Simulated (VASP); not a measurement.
# TiC (Fm-3m) in VASP: notebook

Runs on TiC. Level: PBEsol. Tasks: single point.

Everything below comes from runs of VASP 6.6.1. Logs are shortened: lines on timing, memory, paths and dates and some standing lists are left out, and cuts for length are marked.

## Step 1: The cell of the first run

Symmetry: Fm-3m, No. 225, cubic system. The conventional cell has a = 4.222 Å, b = 4.222 Å, c = 4.222 Å, α = 90.00°, β = 90.00°, γ = 90.00°. Ti (site symmetry m-3m) has 6 C at 2.11 Å within 2.8 Å. C (site symmetry m-3m) has 6 Ti at 2.11 Å within 2.8 Å.

## Step 2: Single point, PBEsol

File INCAR:

```
PREC = Accurate
ENCUT = 600
EDIFF = 1E-6
ISMEAR = -1
SIGMA = 0.05
LREAL = False
LASPH = True
NELM = 120
ALGO = Normal
ISIF = 2
LWAVE = False
LCHARG = False
GGA = PS
NBANDS = 15
GGA_COMPAT = False
```

File KPOINTS:

```
Automatic mesh
0
Gamma
  18 18 18
```

File POSCAR:

```
TiC
1.0
    0.0000000000      2.1107567545      2.1107567545
    2.1107567545      0.0000000000      2.1107567545
    2.1107567545      2.1107567545      0.0000000000
Ti C
1 1
Direct
    0.0000000000      0.0000000000      0.0000000000
    0.5000000000      0.5000000000      0.5000000000
```

Potentials or basis: VASP PAW PBE potentials, release 64 (Ti_sv, C).

Started as:

```console
cat potpaw_PBE.64/Ti_sv/POTCAR potpaw_PBE.64/C/POTCAR > POTCAR
mpirun -np 1 vasp_std > vasp.out
```

OUTCAR:

```text
PREC = Accurate
   ENCUT = 600
   EDIFF = 1E-6
   ISMEAR = -1
   LREAL = False
   LASPH = True
   NELM = 120
   ISIF = 2
   GGA = PS

 ion  position               nearest neighbor table
   1  0.000  0.000  0.000-   2 2.11   2 2.11   2 2.11   2 2.11   2 2.11   2 2.11
   2  0.500  0.500  0.500-   1 2.11   1 2.11   1 2.11   1 2.11   1 2.11   1 2.11

  LATTYP: Found a face centered cubic cell.
 ALAT       =     4.2215135090

  Lattice vectors:

 A1 = (   0.0000000000,   2.1107567545,   2.1107567545)
 A2 = (   2.1107567545,   0.0000000000,   2.1107567545)
 A3 = (   2.1107567545,   2.1107567545,   0.0000000000)

Analysis of symmetry for initial positions (statically):
=====================================================================
 Subroutine PRICEL returns:
 Original cell was already a primitive cell.

 Routine SETGRP: Setting up the symmetry group for a
 face centered cubic supercell.

 Subroutine GETGRP returns: Found 48 space group operations
 (whereof 48 operations were pure point group operations)
 out of a pool of 48 trial point group operations.

The static configuration has the point symmetry O_h .

Analysis of symmetry for dynamics (positions and initial velocities):
=====================================================================
 Subroutine PRICEL returns:
 Original cell was already a primitive cell.

 Routine SETGRP: Setting up the symmetry group for a
 face centered cubic supercell.

 Subroutine GETGRP returns: Found 48 space group operations
 (whereof 48 operations were pure point group operations)
 out of a pool of 48 trial point group operations.

The dynamic configuration has the point symmetry O_h .

 Subroutine INISYM returns: Found 48 space group operations
 (whereof 48 operations are pure point group operations),
 and found     1 'primitive' translations

----------------------------------------------------------------------------------------

                                     Primitive cell

  volume of cell :      18.8081

  direct lattice vectors                    reciprocal lattice vectors
     0.000000000  2.110756755  2.110756755    -0.236881867  0.236881867  0.236881867
     2.110756755  0.000000000  2.110756755     0.236881867 -0.236881867  0.236881867
     2.110756755  2.110756755  0.000000000     0.236881867  0.236881867 -0.236881867

  length of vectors
     2.985060829  2.985060829  2.985060829     0.410291428  0.410291428  0.410291428

  position of ions in fractional coordinates (direct lattice)
     0.000000000  0.000000000  0.000000000
     0.500000000  0.500000000  0.500000000

  ion indices of the primitive-cell ions
   primitive index   ion index
                 1           1
                 2           2

----------------------------------------------------------------------------------------

 KPOINTS: Automatic mesh

Automatic generation of k-mesh.
 Grid dimensions read from file:
 generate k-points for:   18   18   18

 Generating k-lattice:

  Cartesian coordinates                     Fractional coordinates (reciprocal lattice)
    -0.013160104  0.013160104  0.013160104     0.055555556  0.000000000  0.000000000
     0.013160104 -0.013160104  0.013160104     0.000000000  0.055555556  0.000000000
     0.013160104  0.013160104 -0.013160104     0.000000000  0.000000000  0.055555556

  Length of vectors
     0.022793968  0.022793968  0.022793968

  Shift w.r.t. Gamma in fractional coordinates (k-lattice)
     0.000000000  0.000000000  0.000000000

 Subroutine IBZKPT returns following result:
 ===========================================

 Found    195 irreducible k-points:

 Following reciprocal coordinates:
            Coordinates               Weight
  0.000000  0.000000  0.000000      1.000000
  0.055556  0.000000  0.000000      8.000000
  0.111111  0.000000  0.000000      8.000000
  0.166667  0.000000  0.000000      8.000000
  0.222222  0.000000  0.000000      8.000000
  0.277778  0.000000  0.000000      8.000000
[... 16 lines left out ...]
 -0.277778  0.055556  0.000000     24.000000
 -0.222222  0.055556  0.000000     24.000000
 [... further k-points ...]
   k-points           NKPTS =    195   k-points in BZ     NKDIM =    195   number of bands    NBANDS=     15
   number of dos      NEDOS =    301   number of ions     NIONS =      2
   total plane-waves  NPLWV =  13824
   dimension x,y,z NGX =    24 NGY =   24 NGZ =   24
   dimension x,y,z NGXF=    48 NGYF=   48 NGZF=   48
   ions per type =               1   1
   NGX,Y,Z   is equivalent  to a cutoff of  13.37, 13.37, 13.37 a.u.
   NGXF,Y,Z  is equivalent  to a cutoff of  26.73, 26.73, 26.73 a.u.
 SYSTEM =  unknown system
   PREC   = accura    normal or accurate (medium, high low for compatibility)
   ISTART =      0    job   : 0-new  1-cont  2-samecut
   ICHARG =      2    charge: 1-file 2-atom 10-const
   ISPIN  =      1    spin polarized calculation?
   LNONCOLLINEAR =      F non collinear calculations
   LSORBIT =      F    spin-orbit coupling
   LASPH  =      T    aspherical Exc in radial PAW
   ENCUT  =  600.0 eV  44.10 Ry    6.64 a.u.   5.96  5.96  5.96*2*pi/ulx,y,z
   NELM   =    120;   NELMIN=  2; NELMDL= -5     # of ELM steps
   EDIFF  = 0.1E-05   stopping-criterion for ELM
   LREAL  =      F    real-space projection
   EDIFFG = 0.1E-04   stopping-criterion for IOM
   NSW    =      0    number of steps for IOM
   IBRION =     -1    ionic relax: 0-MD 1-quasi-New 2-CG
   NFREE  =      0    steps in history (QN), initial steepest desc. (CG)
   ISIF   =      2    stress and relaxation
   ISYM   =      2    0-nonsym 1-usesym 2-fastsym
   POTIM  = 0.5000    time-step for ionic-motion
   TEBEG  =    0.0;   TEEND  =   0.0 temperature during run
   PSTRESS=    0.0 pullay stress
   NELECT =      16.0000    total number of electrons
   NUPDOWN=      -1.0000    fix difference up-down
   EMIN   =  10.00;   EMAX   =-10.00  energy-range for DOS
   EFERMI =   0.00;   METHOD = LEGACY
   ISMEAR =    -1;   SIGMA  =   0.05  broadening in eV -4-tet -1-fermi 0-gaus
   EFERMI_NEDOS =   21; number of points for ismear=-14 and -15
   IALGO  =     38    algorithm
   IMIX   =      4    mixing-type and parameters
     AMIX     =   0.40;   BMIX     =  1.00
     AMIX_MAG =   1.60;   BMIX_MAG =  1.00
  volume/ion in A,a.u.               =       9.40        63.46
  Fermi-wavevector in a.u.,A,eV,Ry     =   1.551196  2.931335 32.738456  2.406209
  Thomas-Fermi vector in A             =   2.655750
   LORBIT       =      0    0 simple, 1 ext, 2 COOP (PROOUT), +10 PAW based schemes
   GGA     = PS    functional components
   LHFCALC =     F    Hartree Fock is set to
   AEXX    =    0.0000 exact exchange contribution
   IVDW    =     0    specifies the selected vdW correction
   LEPSILON=     F    determine dielectric tensor
   LRPA    =     F    only Hartree local field effects (RPA)
 non-spin polarized calculation
  energy-cutoff  :      600.00
  volume of cell :       18.81
 maximum number of plane-waves:       640
   NGX = 11   NGY = 11   NGZ = 11

 number of electron      15.9999999 magnetization

 Free energy of the ion-electron system (eV)
  ---------------------------------------------------
  ext. energy  EPLUGINS =         0.00000000
  ---------------------------------------------------
  free energy    TOTEN  =       -19.75795857 eV

  energy without entropy =      -19.75555984  energy(sigma->0) =      -19.75675921

 E-fermi :  10.2350     XC(G=0): -13.2647

 val. band max:       10.2178123136   @ k =   0.4444   0.4444   0.0000
 cond. band min:      10.2684243016   @ k =  -0.0556   0.0556   0.0000
 fundamental gap:      0.0506119880
 Fermi energy:        10.2350191778

 k-point     1 :       0.0000    0.0000    0.0000
  band No.  band energies     occupation
      1     -45.8757      2.00000
      2     -21.9547      2.00000
      3     -21.9547      2.00000
      4     -21.9547      2.00000
      5      -2.4903      2.00000
      6      10.9173      0.00000
      7      10.9173      0.00000
      8      10.9173      0.00000
      9      12.0372      0.00000
     10      12.0372      0.00000
     11      12.0372      0.00000
     12      12.1238      0.00000
     13      12.1238      0.00000
     14      21.8821      0.00000
     15      24.4665      0.00000

 k-point     2 :       0.0556    0.0000    0.0000
  band No.  band energies     occupation
      1     -45.8726      2.00000
      2     -21.9760      2.00000
      3     -21.9565      2.00000
      4     -21.9565      2.00000
      5      -2.4124      2.00000
      6      10.5335      0.00510
      7      10.7776      0.00004
      8      10.7776      0.00004
      9      11.3623      0.00000
     10      11.3623      0.00000
     11      12.2578      0.00000
     12      13.0540      0.00000
     13      13.0540      0.00000
     14      22.0039      0.00000
     15      24.5324      0.00000

 k-point     3 :       0.1111    0.0000    0.0000
  band No.  band energies     occupation
      1     -45.8634      2.00000
      2     -22.0370      2.00000
      3     -21.9620      2.00000
      4     -21.9620      2.00000
      5      -2.1828      2.00000
      6       9.7488      1.99988
      7      10.0991      1.87630
      8      10.0991      1.87630
      9      11.3489      0.00000
     10      11.3489      0.00000
     11      12.5947      0.00000
     12      14.0845      0.00000
     13      14.0845      0.00000
     14      22.3097      0.00000
     15      24.6661      0.00000
[... 343 lines left out ...]
 k-point    23 :      -0.2778    0.0556    0.0000
  band No.  band energies     occupation
      1     -45.8059      2.00000
      2     -22.3938      2.00000
      3     -22.0192      2.00000
      4     -21.9867      2.00000
      5      -0.4916      2.00000
      6       6.4789      2.00000
      7       7.8279      2.00000
      8       8.0466      2.00000
      9      12.2752      0.00000
     10      12.6854      0.00000
     11      13.7341      0.00000
     12      16.8089      0.00000
     13      17.8846      0.00000
     14      21.5722      0.00000
     15      25.8826      0.00000

 k-point    24 :      -0.2222    0.0556    0.0000
  band No.  band energies     occupation
      1     -45.8240      2.00000
      2     -22.2815      2.00000
      3     -22.0079      2.00000
      4     -21.9753      2.00000
      5      -1.0898      2.00000
      6       7.4279      2.00000
      7       8.3118      2.00000
      8       8.5672      2.00000
      9      11.8579      0.00000
     10      12.3328      0.00000
     11      13.4192      0.00000
     12      15.8942      0.00000
     13      17.0203      0.00000
     14      22.3700      0.00000
     15      25.2374      0.00000

 [... further k-points ...]
[... 5 lines left out ...]
  --------------------------------------------------------------------------------------
  -------------------------------------------------------------------------------------
  Total        1.7705527      1.7705527      1.7705527      0.0000000      0.0000000      0.0000000
  in kB      150.8255348    150.8255348    150.8255348      0.0000000      0.0000000      0.0000000
  external PRESSURE =     150.8255348 kB  Pullay stress =       0.0000000 kB

 VOLUME and BASIS-vectors are now :
 -----------------------------------------------------------------------------
  energy-cutoff  :      600.00
  volume of cell :       18.81
      direct lattice vectors                 reciprocal lattice vectors
     0.000000000  2.110756755  2.110756755    -0.236881867  0.236881867  0.236881867
     2.110756755  0.000000000  2.110756755     0.236881867 -0.236881867  0.236881867
     2.110756755  2.110756755  0.000000000     0.236881867  0.236881867 -0.236881867

 POSITION                                       TOTAL-FORCE (eV/Angst)
 -----------------------------------------------------------------------------------
      0.00000      0.00000      0.00000         0.000000     -0.000000      0.000000
      2.11076      2.11076      2.11076        -0.000000      0.000000     -0.000000
 -----------------------------------------------------------------------------------
    total drift:                                0.000000     -0.000000     -0.000000

  FREE ENERGIE OF THE ION-ELECTRON SYSTEM (eV)
  ---------------------------------------------------
  free  energy   TOTEN  =       -19.7579585748 eV

  energy  without entropy=      -19.7555598426  energy(sigma->0) =      -19.75675921
```

Run time: 41 s. Hardware: 1 thread of Intel Xeon 6975P-C, shared host; peak memory 0.19 GiB.

What came out:

| Property | Result |
| --- | --- |
| Free energy | -19.7580 eV |
| Pressure | 15.1 GPa |
| Band gap on the k mesh | zero (band 8 reaches 10.92 eV, above the bottom of band 9 at 9.81 eV) |

Caveat: the PAW data sets were made with another functional, which shifts forces and pressure a little.

## Step 3: Single point, PBEsol

This run uses another cell than the first one, of 9.65 Å³/atom, 1.026 times its volume.

File INCAR:

```
PREC = Accurate ; ENCUT = 600
EDIFF = 1E-6 ; ISMEAR = -1
SIGMA = 0.05 ; LREAL = False
LASPH = True ; NELM = 120
ALGO = Normal ; ISIF = 2
LWAVE = False ; LCHARG = True
GGA = PS ; LELF = True
LVHAR = True ; NBANDS = 15
GGA_COMPAT = False
```

File KPOINTS:

```
regular mesh
0
Gamma
  18 18 18
```

File POSCAR:

```
TiC
1.0
    0.0000000000      2.1289530817      2.1289530817
    2.1289530817      0.0000000000      2.1289530817
    2.1289530817      2.1289530817      0.0000000000
Ti C
1 1
Direct
    0.0000000000      0.0000000000      0.0000000000
    0.5000000000      0.5000000000      0.5000000000
```

Potentials or basis: VASP PAW PBE potentials, release 64 (Ti_sv, C).

Started as:

```console
cat potpaw_PBE.64/Ti_sv/POTCAR potpaw_PBE.64/C/POTCAR > POTCAR
mpirun -np 1 vasp_std > vasp.out
```

Run time: 43 s. Hardware: 1 thread of Intel Xeon 6975P-C, shared host; peak memory 0.19 GiB.

It converged, with:

```yaml
Free_energy: -19.7923 eV
Pressure: 7.1 GPa
Band_gap_on_the_k_mesh: zero (band 8 reaches 10.59 eV, above the bottom of band 9 at 9.50 eV)
```

Levels at points of the mesh, in eV from the Fermi level:
| k point | band 6 | band 7 | band 8 | band 9 | band 10 | band 11 |
| --- | --- | --- | --- | --- | --- | --- |
| (0.00, 0.00, 0.00) | 0.68 | 0.68 | 0.68 | 1.77 | 1.77 | 1.77 |
| (0.50, 0.00, 0.00) | -6.11 | -3.07 | -3.07 | 3.12 | 3.12 | 4.41 |
| (0.50, 0.50, 0.00) | -3.47 | -1.83 | 0.02 | 0.02 | 2.93 | 3.78 |

Caveat: the PAW data sets were made with another functional, which shifts forces and pressure a little.

## Step 4: Single point, PBEsol

This run uses another cell than the first one, of 9.55 Å³/atom, 1.016 times its volume.

File INCAR:

```
  PREC = Accurate
  ENCUT = 600
  EDIFF = 1E-6
  ISMEAR = -1
  SIGMA = 0.05
  LREAL = F
  LASPH = T
  NELM = 120
  ALGO = Normal
  ISIF = 2
  LWAVE = F
  LCHARG = T
  GGA = PS
  LELF = T
  LVHAR = T
  NBANDS = 15
  GGA_COMPAT = F
```

KPOINTS is that of step 3.

File POSCAR:

```
TiC
1.0
    0.0000000000      2.1218896738      2.1218896738
    2.1218896738      0.0000000000      2.1218896738
    2.1218896738      2.1218896738      0.0000000000
Ti C
1 1
Direct
    0.0000000000      0.0000000000      0.0000000000
    0.5000000000      0.5000000000      0.5000000000
```

Started as:

```console
cat potpaw_PBE.64/Ti_sv/POTCAR potpaw_PBE.64/C/POTCAR > POTCAR
mpirun -np 1 vasp_std > vasp.out
```

It took 38 s on 1 thread of Intel Xeon 6975P-C, shared host; peak memory 0.19 GiB.

It converged, with:

```
Free energy            : -19.7818 eV
Pressure               : 9.9 GPa
Band gap on the k mesh : zero (band 8 reaches 10.72 eV, above the bottom of band 9 at 9.62 eV)
```

Levels at points of the mesh, in eV from the Fermi level:
| k point | band 6 | band 7 | band 8 | band 9 | band 10 | band 11 |
| --- | --- | --- | --- | --- | --- | --- |
| (0.00, 0.00, 0.00) | 0.68 | 0.68 | 0.68 | 1.78 | 1.78 | 1.78 |
| (0.50, 0.00, 0.00) | -6.16 | -3.10 | -3.10 | 3.17 | 3.17 | 4.47 |
| (0.50, 0.50, 0.00) | -3.48 | -1.87 | 0.03 | 0.03 | 2.97 | 3.83 |

Caveat: the PAW data sets were made with another functional, which shifts forces and pressure a little.

## Step 5: Single point, PBEsol

This run uses another cell than the first one, of 9.75 Å³/atom, 1.037 times its volume.

File INCAR:

```
SYSTEM = TiC
PREC     = Accurate       ! precision mode
ENCUT    = 600            ! plane-wave cutoff, eV
EDIFF    = 1E-6           ! SCF threshold, eV
ISMEAR   = -1             ! smearing method
SIGMA    = 0.05           ! smearing width, eV
LREAL    = .FALSE.        ! projectors in reciprocal space
LASPH    = .TRUE.         ! aspherical terms in the spheres
NELM     = 120            ! most SCF steps
ALGO     = Normal         ! electronic algorithm
ISIF     = 2              ! what is computed and relaxed
LWAVE    = .FALSE.        ! write WAVECAR
LCHARG   = .FALSE.        ! write CHGCAR
GGA      = PS             ! functional
NBANDS   = 15             ! bands
GGA_COMPAT= .FALSE.
```

File KPOINTS:

```
Automatic mesh
0
G
  18 18 18
  0 0 0
```

File POSCAR:

```
TiC
1.0
    0.0000000000      2.1363209177      2.1363209177
    2.1363209177      0.0000000000      2.1363209177
    2.1363209177      2.1363209177      0.0000000000
Ti C
1 1
Direct
    0.0000000000      0.0000000000      0.0000000000
    0.5000000000      0.5000000000      0.5000000000
```

Started as:

```console
cat potpaw_PBE.64/Ti_sv/POTCAR potpaw_PBE.64/C/POTCAR > POTCAR
mpirun -np 1 vasp_std > vasp.out
```

Wall time 40 s (1 thread of Intel Xeon 6975P-C, shared host); peak memory 0.19 GiB.

It converged, with:

- Free energy: -19.7996 eV
- Pressure: 4.1 GPa
- Band gap on the k mesh: zero (band 8 reaches 10.47 eV, above the bottom of band 9 at 9.38 eV)

Levels at points of the mesh, in eV from the Fermi level:
```
           k point  band 5  band 6  band 7  band 8  band 9  band 10  band 11  band 12
(0.00, 0.00, 0.00)  -12.56    0.68    0.68    0.68    1.76     1.76     1.76     1.81
(0.50, 0.00, 0.00)   -8.83   -6.06   -3.03   -3.03    3.08     3.08     4.35     8.39
(0.50, 0.50, 0.00)  -10.22   -3.47   -1.80    0.01    0.01     2.89     3.73     3.73
```

Caveat: the PAW data sets were made with another functional, which shifts forces and pressure a little.

## Step 6: Summary

```tsv
cell	gap on the mesh (eV)	pressure (GPa)
a = 2.985 Å, angles 60.0°, 2 atoms	none	15.1
a = 3.011 Å, angles 60.0°, 2 atoms	none	7.1
a = 3.001 Å, angles 60.0°, 2 atoms	none	9.9
a = 3.021 Å, angles 60.0°, 2 atoms	none	4.1
```

Alike in all rows: task single point; level PBEsol; potentials or basis VASP PAW PBE potentials, release 64 (Ti_sv, C); no spin polarisation; k mesh 18 × 18 × 18; cutoff (eV) 600; smearing fermi-dirac 0.05 eV.

Caveats: the PAW data sets were made with another functional, which shifts forces and pressure a little.

Total energies depend on the potentials used, so only differences within one code and one set of settings carry meaning.
